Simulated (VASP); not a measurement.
Wanted: the native input for a VASP 6.6.1 run.

| Item | Value |
| --- | --- |
| Task | single point |
| Functional | PBE |
| Potentials or basis | VASP PAW PBE potentials, release 64 (Mo_sv, S) |
| Cutoff | 520 eV |
| k mesh | 8 × 8 × 2 |
| Occupations | fermi-dirac, width 0.02 eV |
| Spin | collinear spin, ferromagnetic start |
| Starting moments | [0.4, 0.4, 0.0, 0.0, 0.0, 0.0] μB |
| Dipole correction | no |
| Further INCAR settings | ALGO = Normal; EDIFF = 1e-07; NBANDS = 39 |

The structure of MoS2 lies in POSCAR:

```
MoS2
1.0
    3.1689980500      0.0000000000      0.0000000000
   -1.5844990200      2.7444328200      0.0000000000
    0.0000000000      0.0000000000     12.3240000000
Mo S
2 4
Direct
    0.3333333300      0.6666666700      0.2500000000
    0.6666666700      0.3333333300      0.7500000000
    0.3333333300      0.6666666700      0.6230000000
    0.6666666700      0.3333333300      0.1230000000
    0.3333333300      0.6666666700      0.8770000000
    0.6666666700      0.3333333300      0.3770000000
```

The input as run:

INCAR

```
SYSTEM = MoS2
PREC = Accurate ; ENCUT = 520
EDIFF = 1E-7 ; ISMEAR = -1
SIGMA = 0.02 ; LREAL = .False.
LASPH = .True. ; NELM = 150
ALGO = Normal ; ISIF = 2
LWAVE = .False. ; LCHARG = .False.
ISPIN = 2 ; MAGMOM = 0.4 0.4 0 0 0 0
LORBIT = 11 ; LMAXMIX = 4
GGA = PE ; NBANDS = 39
```

KPOINTS

```
Automatic mesh
0
Gamma
  8 8 2
  0 0 0
```

Potentials or basis: VASP PAW PBE potentials, release 64 (Mo_sv, S).

Launch:

```console
$ cat potpaw_PBE.64/Mo_sv/POTCAR potpaw_PBE.64/S/POTCAR > POTCAR
$ mpirun -np 1 vasp_std > vasp.out
```

Results of the run:

```json
{
  "Pressure": "1.9 GPa",
  "Largest force": "0.078 eV/Å",
  "Band gap on the k mesh": "0.99 eV, indirect (least direct gap 1.94 eV)",
  "Net moment": "0.00 μB per cell",
  "Valence electrons inside the program's atomic spheres": "Mo 12.45; S 3.70"
}
```

Caveat: this functional lacks dispersion, which binds the layers, so the pressure and a relaxed spacing across them are unreliable.

Wall time 110 s on 1 thread of AMD EPYC 9R45 96-Core Processor (Zen 5), on a shared host, peak memory 0.29 GiB.
